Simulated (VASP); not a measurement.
Here is a VASP 6.6.1 calculation.

Contents of INCAR:

```
  PREC = Accurate
  ENCUT = 520
  EDIFF = 1E-6
  ISMEAR = 0
  SIGMA = 0.1
  LREAL = False
  LASPH = True
  NELM = 100
  ALGO = Normal
  ISIF = 2
  LWAVE = False
  LCHARG = False
  GGA = PE
  NBANDS = 28
```

File KPOINTS:

```
regular mesh
0
Gamma
  6 6 2
```

The input POSCAR:

```
Si2Ge2P
1.0
    4.4735612295     -0.0000000033      0.0000000000
   -2.2367806119      3.8742176717      0.0000000000
    0.0000000000      0.0000000000      7.1741414701
Si Ge P
2 2 1
Direct
    0.0000000000      0.0000000000      0.7037564245
    0.0000000000      0.0000000000      0.2962435755
    0.3333333333      0.6666666667      0.5000000000
    0.6666666667      0.3333333333      0.5000000000
    0.0000000000      0.0000000000      0.0000000000
```

Potentials or basis: VASP PAW PBE potentials, release 64 (Si, Ge_d, P).

Launch:

```sh
$ cat potpaw_PBE.64/Si/POTCAR potpaw_PBE.64/Ge_d/POTCAR potpaw_PBE.64/P/POTCAR > POTCAR
$ mpirun -np 1 vasp_std > vasp.out
```

Q: Predict the largest force.

A: 0.029 eV/Å.

Q: Estimate the pressure.

A: 0.0 GPa.

Forces in eV/Å, atoms in the order of the input:
```
Si   0.000  0.000  0.029
Si   0.000  0.000 -0.029
Ge   0.000  0.000  0.000
Ge   0.000  0.000  0.000
P    0.000  0.000  0.000
```

Caveat: the k points lie up to 0.44 Å⁻¹ apart.
